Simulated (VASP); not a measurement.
Here is a VASP 6.6.1 calculation.

The input INCAR:

```
  ALGO = Normal
  EDIFF = 1E-6
  ENCUT = 520
  GGA = PE
  ISIF = 2
  ISMEAR = 0
  LASPH = True
  LCHARG = True
  LELF = True
  LREAL = False
  LVHAR = True
  LWAVE = False
  NBANDS = 16
  NELM = 100
  PREC = Accurate
  SIGMA = 0.1
```

KPOINTS

```
k-points
0
Gamma
  6 6 4
```

The input POSCAR:

```
Li2Cu
1.0
    2.9695048800      0.0000000000      0.0000000000
   -1.4847524400      2.5716666600      0.0000000000
    0.0000000000      0.0000000000      7.0608084000
Li Cu
2 1
Direct
    0.6666666700      0.3333333300      0.6725480300
    0.3333333300      0.6666666700      0.3274519700
    0.0000000000      0.0000000000      0.0000000000
```

Potentials or basis: VASP PAW PBE potentials, release 64 (Li_sv, Cu).

Command:

```bash
$ cat potpaw_PBE.64/Li_sv/POTCAR potpaw_PBE.64/Cu/POTCAR > POTCAR
$ mpirun -np 1 vasp_std > vasp.out
```

Task: What does it give for the largest force?

Result: 0.481 eV/Å.

Forces on the atoms (eV/Å):
```
Li   0.000  0.000  0.481
Li   0.000  0.000 -0.481
Cu   0.000  0.000  0.000
```

Caveat: the k points lie up to 0.41 Å⁻¹ apart.
